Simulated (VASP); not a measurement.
# HfO2 (a.b): single point with PBEsol

HfO2 (a.b):

```
CELL_PARAMETERS angstrom
0.00000 2.52225 2.52225
2.52225 0.00000 2.52225
2.52225 2.52225 0.00000
ATOMIC_POSITIONS crystal
Hf 0.00000 0.00000 0.00000
O 0.25000 0.25000 0.25000
O 0.75000 0.75000 0.75000
```

```
Program             : VASP 6.6.1
Task                : single point
Functional          : PBEsol
Potentials or basis : VASP PAW PBE potentials, release 64 (Hf_pv, O)
Cutoff              : 600 eV
k mesh              : 8 × 8 × 8
Occupations         : gaussian, width 0.02 eV
Spin                : no spin polarisation
```

* Pressure: -4.0 GPa
* Band gap on the k mesh: 3.71 eV, direct

Levels at points of the mesh, in eV from the valence-band top:
```csv
k point,band 7,band 8,band 9,band 10,band 11,band 12,band 13,band 14,band 15,band 16
"(0.00, 0.00, 0.00)",-5.50,-5.50,-0.62,-0.62,-0.62,3.82,3.82,5.77,10.61,10.61
"(0.50, 0.00, 0.00)",-4.44,-3.11,-2.81,-1.87,-1.87,4.58,4.58,7.10,8.89,9.53
"(0.50, 0.50, 0.00)",-3.54,-3.54,-1.57,-1.57,0.00,3.71,5.51,6.73,8.27,8.27
```

Wall time 19 s on 1 thread of Intel(R) Xeon(R) Platinum 8259CL CPU @ 2.50GHz (Skylake/Cascade Lake), with other jobs on the host, peak memory 0.16 GiB.

Caveat: the PAW data sets were made with another functional, which shifts forces and pressure a little; spin-orbit coupling is left out, which moves the levels of the heavy elements. A k mesh can miss the band edges.
